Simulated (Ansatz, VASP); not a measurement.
**Two plane-wave programs on Mg3TiN3**

The input INCAR:

```
ALGO = Normal ; EDIFF = 1E-6
EDIFFG = -0.025 ; ENCUT = 600
GGA = PE ; IBRION = 2
ISIF = 3 ; ISMEAR = 0
LASPH = T ; LCHARG = F
LREAL = F ; LWAVE = F
NELM = 100 ; NSW = 80
PREC = Accurate ; SIGMA = 0.2
```

KPOINTS

```
k-points
0
Gamma
  6 6 6
```

POSCAR

```
Mg3TiN3
1.0
    4.3372596545      0.0203181243     -0.0160455042
    0.0203181243      4.4130357143      0.0522629910
   -0.0160455042      0.0522629910      4.1833211281
Mg Ti N
3 1 3
Direct
    0.0230155308      0.4553191974      0.4782428276
    0.4888632509      0.0238101208      0.5150495714
    0.5338707108      0.5195092074      1.0049293002
   -0.0053320831      0.0347749986     -0.0095502821
    0.4860104388     -0.0333381389      1.0176096270
    0.9748652166      0.5241102988     -0.0090571048
   -0.0012930648     -0.0241856839      0.5027760608
```

Input for Ansatz:

```yaml
crystal:
  lattice:
    - [4.3372596545, 0.0203181243, -0.0160455042]
    - [0.0203181243, 4.4130357143, 0.052262991]
    - [-0.0160455042, 0.052262991, 4.1833211281]
  atoms:
    - { symbol: Mg, position: [0.0230155308, 0.4553191974, 0.4782428276] }
    - { symbol: Mg, position: [0.4888632509, 0.0238101208, 0.5150495714] }
    - { symbol: Mg, position: [0.5338707108, 0.5195092074, 1.0049293002] }
    - { symbol: Ti, position: [-0.0053320831, 0.0347749986, -0.0095502821] }
    - { symbol: "N", position: [0.4860104388, -0.0333381389, 1.017609627] }
    - { symbol: "N", position: [0.9748652166, 0.5241102988, -0.0090571048] }
    - { symbol: "N", position: [-0.0012930648, -0.0241856839, 0.5027760608] }
basis:
  ecutwfc: 420
kpoints:
  mp_grid: { grid: [6, 6, 6] }
hamiltonian:
  xc: pbe
scf:
  occupations: { method: gaussian, width: 0.2 }
  lower_state_search: "off"
output:
  forces: true
  stress: true
  eigenvalues: true
relax:
  adjacent_minimum: "off"
  f_tol: 0.025
  max_steps: 60
  cell: { stress_tol: 0.25 }
```

Change from the starting cell: cell x1, atoms moved at random (sigma 0.1 Å) and cell strained at random (1.5 %), then relaxed without symmetry.

Alike in both runs: task relaxation of cell and atoms; functional PBE; k mesh 6 × 6 × 6; occupations gaussian, width 0.2 eV; no spin polarisation.

```csv
,VASP,Ansatz
version,VASP 6.6.1,Ansatz 0.2.0
potentials or method,"VASP PAW PBE potentials, release 64 (Mg, Ti_sv, N), cutoff 600 eV","scalar-relativistic, plane waves, PAW"
valence electrons in the cell,33,57
```

```tsv
	VASP	Ansatz	Ansatz less VASP
gap on the k mesh at the Fermi level, each at its own relaxed structure (eV)	none	none	-
relaxed volume (Å³/atom)	11.56	11.58	+0.028
relaxed length of the cell vector where the two differ most in proportion (Å)	4.322	4.329	+0.0074
```

A gap of «none» marks a metal or a gap that the smearing closes. VASP's potentials hold 33 valence electrons a cell and Ansatz's 57, so a difference there can come from the potentials and not from the codes.
